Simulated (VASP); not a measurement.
A run of VASP 6.6.1 is set up as follows.

INCAR

```
SYSTEM = SrTe
ALGO     = Normal         ! electronic algorithm
EDIFF    = 1E-6           ! SCF threshold, eV
ENCUT    = 500            ! plane-wave cutoff, eV
GGA      = PE             ! functional
GGA_COMPAT= .False.      
ISIF     = 2              ! what is computed and relaxed
ISMEAR   = 1              ! smearing method
LASPH    = .True.         ! aspherical terms in the spheres
LCHARG   = .True.         ! write CHGCAR
LELF     = .True.         ! ELF
LREAL    = .False.        ! projectors in reciprocal space
LVHAR    = .True.       
LWAVE    = .False.        ! write WAVECAR
NBANDS   = 15             ! bands
NELM     = 120            ! most SCF steps
PREC     = Accurate       ! precision mode
SIGMA    = 0.001          ! smearing width, eV
```

The input KPOINTS:

```
k-points
0
Gamma
  4 4 4
  0 0 0
```

Contents of POSCAR:

```
SrTe
1.0
    0.0000000000      3.3527582020      3.3527582020
    3.3527582020      0.0000000000      3.3527582020
    3.3527582020      3.3527582020      0.0000000000
Sr Te
1 1
Direct
    0.0000000000      0.0000000000      0.0000000000
    0.5000000000      0.5000000000      0.5000000000
```

Potentials or basis: VASP PAW PBE potentials, release 64 (Sr_sv, Te).

Command:

```bash
$ cat potpaw_PBE.64/Sr_sv/POTCAR potpaw_PBE.64/Te/POTCAR > POTCAR
$ mpirun -np 1 vasp_std > vasp.out
```

(1) Predict the pressure.

(2) What does it give for the band gap on the k mesh?

Results:

(1) 0.4 GPa.

(2) 1.74 eV, indirect (least direct gap 2.47 eV).

Caveat: spin-orbit coupling is left out, which moves the levels of the heavy elements.
